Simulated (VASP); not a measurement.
# CoSi2 (Fm-3m) in VASP: further runs

Runs on CoSi2. Level: PBE. Tasks: single point.

Program: VASP 6.6.1. These are calculated values, not measurements. Logs are shortened: lines on timing, memory, paths and dates and some standing lists are left out, and cuts for length are marked.

### 1 The cell of the first run

Symmetry: Fm-3m, No. 225, cubic system. Conventional cell: a = 5.137 Å, b = 5.137 Å, c = 5.137 Å, α = 90.00°, β = 90.00°, γ = 90.00°. Co (site symmetry m-3m) has 8 Si at 2.22 Å within 2.9 Å. Within 2.9 Å of Si (site symmetry -43m) lie 4 Co at 2.22 Å and 6 Si at 2.57 Å.

### 2 Single point, PBE, collinear spin, ferromagnetic start (11.30 Å³/atom)

INCAR reads:

```
SYSTEM = CoSi2
ALGO     = Normal         ! electronic algorithm
EDIFF    = 1E-7           ! SCF threshold, eV
ENCUT    = 520            ! plane-wave cutoff, eV
GGA      = PE             ! functional
ISIF     = 2              ! what is computed and relaxed
ISMEAR   = 0              ! smearing method
ISPIN    = 2              ! spin polarisation
LASPH    = .True.         ! aspherical terms in the spheres
LCHARG   = .True.         ! write CHGCAR
LELF     = .True.         ! ELF
LMAXMIX  = 4              ! l up to which the mixer works
LORBIT   = 11             ! projections on sites
LREAL    = .False.        ! projectors in reciprocal space
LVHAR    = .True.       
LWAVE    = .False.        ! write WAVECAR
MAGMOM   = 1.375 0 0      ! initial moments
NBANDS   = 20             ! bands
NELM     = 150            ! most SCF steps
NUPDOWN  = 1.375          ! fixed moment
PREC     = Accurate       ! precision mode
SIGMA    = 0.15           ! smearing width, eV
```

KPOINTS reads:

```
k-points
0
Gamma
  14 14 14
  0 0 0
```

POSCAR reads:

```
CoSi2
1.0
    0.0000000000      2.5683793221      2.5683793221
    2.5683793221      0.0000000000      2.5683793221
    2.5683793221      2.5683793221      0.0000000000
Co Si
1 2
Direct
    0.0000000000      0.0000000000      0.0000000000
    0.2500000000      0.2500000000      0.2500000000
    0.7500000000      0.7500000000      0.7500000000
```

Potentials or basis: VASP PAW PBE potentials, release 64 (Co, Si).

Command:

```bash
cat potpaw_PBE.64/Co/POTCAR potpaw_PBE.64/Si/POTCAR > POTCAR
mpirun -np 1 vasp_std > vasp.out
```

OUTCAR:

```text
SYSTEM = CoSi2
   EDIFF = 1E-7
   ENCUT = 520
   GGA = PE
   ISIF = 2
   ISMEAR = 0
   ISPIN = 2
   LASPH = .True.
   LORBIT = 11
   LREAL = .False.
   NELM = 150
   NUPDOWN = 1.375
   PREC = Accurate

 ion  position               nearest neighbor table
   1  0.000  0.000  0.000-   3 2.22   3 2.22   3 2.22   2 2.22   3 2.22   2 2.22   2 2.22   2 2.22

   2  0.250  0.250  0.250-   1 2.22   1 2.22   1 2.22   1 2.22   3 2.57   3 2.57   3 2.57   3 2.57
                             3 2.57   3 2.57
   3  0.750  0.750  0.750-   1 2.22   1 2.22   1 2.22   1 2.22   2 2.57   2 2.57   2 2.57   2 2.57
                             2 2.57   2 2.57

  LATTYP: Found a face centered cubic cell.
 ALAT       =     5.1367586442

  Lattice vectors:

 A1 = (   0.0000000000,   2.5683793221,   2.5683793221)
 A2 = (   2.5683793221,   0.0000000000,   2.5683793221)
 A3 = (   2.5683793221,   2.5683793221,   0.0000000000)

Analysis of symmetry for initial positions (statically):
=====================================================================
 Subroutine PRICEL returns:
 Original cell was already a primitive cell.

 Routine SETGRP: Setting up the symmetry group for a
 face centered cubic supercell.

 Subroutine GETGRP returns: Found 48 space group operations
 (whereof 48 operations were pure point group operations)
 out of a pool of 48 trial point group operations.

The static configuration has the point symmetry O_h .

Analysis of symmetry for dynamics (positions and initial velocities):
=====================================================================
 Subroutine PRICEL returns:
 Original cell was already a primitive cell.

 Routine SETGRP: Setting up the symmetry group for a
 face centered cubic supercell.

 Subroutine GETGRP returns: Found 48 space group operations
 (whereof 48 operations were pure point group operations)
 out of a pool of 48 trial point group operations.

The dynamic configuration has the point symmetry O_h .

Analysis of structural, dynamic, and magnetic symmetry:
=====================================================================
 Subroutine PRICEL returns:
 Original cell was already a primitive cell.

 Routine SETGRP: Setting up the symmetry group for a
 face centered cubic supercell.

 Subroutine GETGRP returns: Found 48 space group operations
 (whereof 48 operations were pure point group operations)
 out of a pool of 48 trial point group operations.

The overall configuration has the point symmetry O_h .

 Subroutine INISYM returns: Found 48 space group operations
 (whereof 48 operations are pure point group operations),
 and found     1 'primitive' translations

[... 117 lines left out ...]
  volume/ion in A,a.u.               =      11.30        76.22
  Fermi-wavevector in a.u.,A,eV,Ry     =   1.300834  2.458220 23.023368  1.692170
  Thomas-Fermi vector in A             =   2.432007
   LORBIT       =     11    0 simple, 1 ext, 2 COOP (PROOUT), +10 PAW based schemes
   GGA     = PE    functional components
   LHFCALC =     F    Hartree Fock is set to
   AEXX    =    0.0000 exact exchange contribution
   IVDW    =     0    specifies the selected vdW correction
   LEPSILON=     F    determine dielectric tensor
   LRPA    =     F    only Hartree local field effects (RPA)
 spin polarized calculation
 Gauss-broadening in eV      SIGMA  =   0.15
  energy-cutoff  :      520.00
  volume of cell :       33.89
 maximum number of plane-waves:       941
   NGX = 13   NGY = 13   NGZ = 13

 number of electron      16.9999994 magnetization       1.3749999

 Free energy of the ion-electron system (eV)
  ---------------------------------------------------
  ext. energy  EPLUGINS =         0.00000000
  ---------------------------------------------------
  free energy    TOTEN  =       -17.83688792 eV

  energy without entropy =      -17.81405586  energy(sigma->0) =      -17.82547189

 E-fermi :  11.2485     XC(G=0): -12.3351

 val. band max:       14.0786975998   @ k =   0.2857   0.2143   0.0714
 cond. band min:      11.2502485307   @ k =  -0.4286   0.1429   0.0714
 fundamental gap:     -2.8284490690
 Fermi energy:        14.0803858913

 spin component 1

 k-point     1 :       0.0000    0.0000    0.0000
  band No.  band energies     occupation
      1      -2.4132      1.00000
      2       6.9020      1.00000
      3       6.9020      1.00000
      4       6.9020      1.00000
      5       9.0815      1.00000
      6       9.0815      1.00000
[... 541 lines left out ...]
     19      27.4442      0.00000
     20      29.6398      0.00000

 [... further k-points ...]

 spin component 2

 k-point     1 :       0.0000    0.0000    0.0000
  band No.  band energies     occupation
      1      -2.0789      1.00000
      2       7.4167      1.00000
      3       7.4167      1.00000
      4       7.4167      1.00000
      5       9.7715      1.00000
      6       9.7715      1.00000
[... 541 lines left out ...]
     19      27.7131      0.00000
     20      30.0197      0.00000

 [... further k-points ...]
[... 5 lines left out ...]
  --------------------------------------------------------------------------------------
  -------------------------------------------------------------------------------------
  Total        8.2719559      8.2719559      8.2719559      0.0000000      0.0000000     -0.0000000
  in kB      391.1211497    391.1211497    391.1211497      0.0000000      0.0000000     -0.0000000
  external PRESSURE =     391.1211497 kB  Pullay stress =       0.0000000 kB

 VOLUME and BASIS-vectors are now :
 -----------------------------------------------------------------------------
  energy-cutoff  :      520.00
  volume of cell :       33.89
      direct lattice vectors                 reciprocal lattice vectors
     0.000000000  2.568379322  2.568379322    -0.194675294  0.194675294  0.194675294
     2.568379322  0.000000000  2.568379322     0.194675294 -0.194675294  0.194675294
     2.568379322  2.568379322  0.000000000     0.194675294  0.194675294 -0.194675294

 POSITION                                       TOTAL-FORCE (eV/Angst)
 -----------------------------------------------------------------------------------
      0.00000      0.00000      0.00000         0.000000      0.000000     -0.000000
      1.28419      1.28419      1.28419        -0.000000     -0.000000     -0.000000
      3.85257      3.85257      3.85257         0.000000      0.000000      0.000000
 -----------------------------------------------------------------------------------
    total drift:                               -0.000000     -0.000000      0.000000

  FREE ENERGIE OF THE ION-ELECTRON SYSTEM (eV)
  ---------------------------------------------------
  free  energy   TOTEN  =       -17.8368879153 eV

  energy  without entropy=      -17.8140558582  energy(sigma->0) =      -17.82547189

 total charge

# of ion       s       p       d       tot
------------------------------------------
    1        0.614   0.881   7.709   9.204
    2        0.743   0.952   0.000   1.695
    3        0.743   0.952   0.000   1.695
--------------------------------------------------
tot          2.101   2.785   7.709  12.595

 magnetization (x)

# of ion       s       p       d       tot
------------------------------------------
    1        0.015   0.179   0.653   0.847
    2        0.031   0.084   0.000   0.116
    3        0.031   0.084   0.000   0.116
--------------------------------------------------
tot          0.078   0.347   0.653   1.078
```

OSZICAR:

```text
N       E                     dE             d eps       ncg     rms          rms(c)
DAV:   1     0.727623098158E+02    0.72762E+02   -0.66364E+03  8364   0.837E+02
DAV:   2    -0.145002883121E+02   -0.87263E+02   -0.77281E+02  8856   0.195E+02
DAV:   3    -0.193002762323E+02   -0.48000E+01   -0.46387E+01 10044   0.474E+01
DAV:   4    -0.193763553971E+02   -0.76079E-01   -0.75901E-01  9772   0.542E+00
DAV:   5    -0.193783697507E+02   -0.20144E-02   -0.20141E-02 10208   0.931E-01    0.175E+01
DAV:   6    -0.227906934718E+02   -0.34123E+01   -0.17997E+01  9440   0.865E+01    0.191E+01
DAV:   7    -0.178915057126E+02    0.48992E+01   -0.95781E+00 10020   0.668E+01    0.462E+00
DAV:   8    -0.178765944442E+02    0.14911E-01   -0.45174E-01 10300   0.444E+00    0.273E+00
DAV:   9    -0.178372017196E+02    0.39393E-01   -0.55160E-02 10092   0.416E+00    0.806E-01
DAV:  10    -0.178367248919E+02    0.47683E-03   -0.38601E-03 12704   0.596E-01    0.279E-01
DAV:  11    -0.178369040398E+02   -0.17915E-03   -0.74278E-04  9732   0.387E-01    0.777E-02
DAV:  12    -0.178368841348E+02    0.19905E-04   -0.10840E-04 10364   0.188E-01    0.165E-02
DAV:  13    -0.178368875122E+02   -0.33774E-05   -0.73124E-06 10088   0.193E-02    0.962E-03
DAV:  14    -0.178368878537E+02   -0.34145E-06   -0.30058E-06  9408   0.112E-02    0.443E-03
DAV:  15    -0.178368879153E+02   -0.61591E-07   -0.20731E-07  9556   0.423E-03
   1 F= -.17836888E+02 E0= -.17825472E+02  d E =-.228321E-01  mag=     1.3750
```

Run time: 61 s. Hardware: 1 thread of Intel Xeon 6975P-C (Granite Rapids), shared host; peak memory 0.24 GiB.

Results:

* Free energy: -17.8369 eV
* Pressure: 39.1 GPa
* Net moment: 1.37 μB per cell
* Site moments: Co +0.85; Si +0.12 μB
* Valence electrons inside the program's atomic spheres: Co 9.20; Si 1.70

Caveat: the cell stands under pressure; the total moment is fixed, so each spin has its own Fermi level.

### 3 Single point, PBE, collinear spin, ferromagnetic start (11.30 Å³/atom)

INCAR reads:

```
SYSTEM = CoSi2
  ALGO = Normal
  EDIFF = 1E-6
  ENCUT = 520
  GGA = PE
  ISIF = 2
  ISMEAR = 0
  ISPIN = 2
  LASPH = .True.
  LCHARG = .True.
  LELF = .True.
  LMAXMIX = 4
  LORBIT = 11
  LREAL = .False.
  LVHAR = .True.
  LWAVE = .False.
  MAGMOM = 1.925 0 0
  NBANDS = 20
  NELM = 150
  NUPDOWN = 1.925
  PREC = Accurate
  SIGMA = 0.15
```

KPOINTS is that of step 2.

POSCAR is that of step 2.

Potentials or basis: VASP PAW PBE potentials, release 64 (Co, Si).

Command:

```bash
cat potpaw_PBE.64/Co/POTCAR potpaw_PBE.64/Si/POTCAR > POTCAR
mpirun -np 1 vasp_std > vasp.out
```

Run time: 58 s. Hardware: 1 thread of Intel Xeon 6975P-C (Granite Rapids), shared host; peak memory 0.24 GiB.

Results (log left out):

* Free energy: -17.0095 eV
* Pressure: 45.6 GPa
* Net moment: 1.92 μB per cell
* Site moments: Co +1.17; Si +0.16 μB
* Valence electrons inside the program's atomic spheres: Co 9.17; Si 1.71

Caveat: the cell stands under pressure; the total moment is fixed, so each spin has its own Fermi level.

### 4 Single point, PBE, collinear spin, ferromagnetic start (11.30 Å³/atom)

INCAR reads:

```
SYSTEM = CoSi2
ALGO = Normal
EDIFF = 1E-6
ENCUT = 520
GGA = PE
ISIF = 2
ISMEAR = 0
ISPIN = 2
LASPH = .TRUE.
LCHARG = .FALSE.
LMAXMIX = 4
LORBIT = 11
LREAL = .FALSE.
LWAVE = .FALSE.
MAGMOM = 0.275 0 0
NBANDS = 20
NELM = 150
NUPDOWN = 0.275
PREC = Accurate
SIGMA = 0.15
```

KPOINTS reads:

```
k-points
0
G
  14 14 14
  0 0 0
```

POSCAR is that of step 3.

Command:

```bash
cat potpaw_PBE.64/Co/POTCAR potpaw_PBE.64/Si/POTCAR > POTCAR
mpirun -np 1 vasp_std > vasp.out
```

Wall time 55 s (1 thread of Intel Xeon 6975P-C (Granite Rapids), shared host); peak memory 0.25 GiB.

The run converged. Its results:

* Free energy: -18.8805 eV
* Pressure: 30.4 GPa
* Net moment: 0.28 μB per cell
* Site moments: Co +0.17; Si +0.02 μB
* Valence electrons inside the program's atomic spheres: Co 9.23; Si 1.68

Caveat: the cell stands under pressure; the total moment is fixed, so each spin has its own Fermi level.

### 5 Overview

| fixed moment (μB) | pressure (GPa) | moment (μB) |
| --- | --- | --- |
| 1.375 | 39.1 | 1.37 |
| 1.925 | 45.6 | 1.92 |
| 0.275 | 30.4 | 0.28 |

Alike in all rows: task single point; level PBE; potentials or basis VASP PAW PBE potentials, release 64 (Co, Si); spin collinear, ferromagnetic start; cell as given; k mesh 14 × 14 × 14; cutoff (eV) 520; smearing gaussian 0.15 eV.

Caveats: the cell stands under pressure; the total moment is fixed, so each spin has its own Fermi level.

Absolute energies hang on the potentials; compare differences alone.
